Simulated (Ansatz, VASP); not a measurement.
MoAs3 in VASP and in Ansatz

File INCAR:

```
PREC     = Accurate       # precision mode
ENCUT    = 600            # plane-wave cutoff, eV
EDIFF    = 1E-7           # SCF threshold, eV
ISMEAR   = 0              # smearing method
SIGMA    = 0.1            # smearing width, eV
LREAL    = False          # projectors in reciprocal space
LASPH    = True           # aspherical terms in the spheres
NELM     = 80             # most SCF steps
ALGO     = Normal         # electronic algorithm
ISIF     = 3              # what is computed and relaxed
LWAVE    = False          # write WAVECAR
LCHARG   = False          # write CHGCAR
GGA      = PE             # functional
IBRION   = 2              # ionic algorithm
NSW      = 90             # ionic steps
EDIFFG   = -0.04          # ionic threshold
```

KPOINTS

```
Automatic mesh
0
Gamma
  6 6 6
```

The input POSCAR:

```
MoAs3
1.0
   -2.0542154602      2.0542154602      4.5886371319
    2.0542154602     -2.0542154602      4.5886371319
    2.0542154602      2.0542154602     -4.5886371319
Mo As
1 3
Direct
    0.0000000000      0.0000000000      0.0000000000
    0.5000000000      0.5000000000      0.0000000000
    0.2500000000      0.7500000000      0.5000000000
    0.7500000000      0.2500000000      0.5000000000
```

Input for Ansatz:

```yaml
crystal:
  lattice:
    - [-2.0542154602, 2.0542154602, 4.5886371319]
    - [2.0542154602, -2.0542154602, 4.5886371319]
    - [2.0542154602, 2.0542154602, -4.5886371319]
  atoms:
    - { symbol: Mo, position: [0.0, 0.0, 0.0] }
    - { symbol: As, position: [0.5, 0.5, 0.0] }
    - { symbol: As, position: [0.25, 0.75, 0.5] }
    - { symbol: As, position: [0.75, 0.25, 0.5] }
basis:
  ecutwfc: 420
kpoints:
  mp_grid: { grid: [6, 6, 6] }
hamiltonian:
  xc: pbe
scf:
  occupations: { method: gaussian, width: 0.1 }
  lower_state_search: "off"
output:
  forces: true
  stress: true
  eigenvalues: true
relax:
  adjacent_minimum: "off"
  f_tol: 0.04
  max_steps: 70
  cell: { stress_tol: 0.4 }
```

Alike in both runs: task relaxation of cell and atoms; functional PBE; k mesh 6 × 6 × 6; occupations gaussian, width 0.1 eV; no spin polarisation.

|  | VASP | Ansatz |
| --- | --- | --- |
| version | VASP 6.6.1 | Ansatz 0.2.0 |
| potentials or method | VASP PAW PBE potentials, release 64 (Mo_sv, As), cutoff 600 eV | scalar-relativistic, plane waves, PAW |
| valence electrons in the cell | 29 | 59 |

VASP gave:

- gap on the k mesh at the Fermi level, each at its own relaxed structure (eV): none
- relaxed volume (Å³/atom): 17.24
- relaxed length of the cell vector where the two differ most in proportion (Å): 5.087

Question: Estimate Ansatz's values.

Answer: gap on the k mesh at the Fermi level, each at its own relaxed structure (eV): none; relaxed volume (Å³/atom): 17.19; relaxed length of the cell vector where the two differ most in proportion (Å): 5.090.

A gap of «none» marks a metal or a gap that the smearing closes. VASP's potentials hold 29 valence electrons a cell and Ansatz's 59, so a difference there can come from the potentials and not from the codes.

The k mesh is coarse, so the values compare programs but aren't converged.
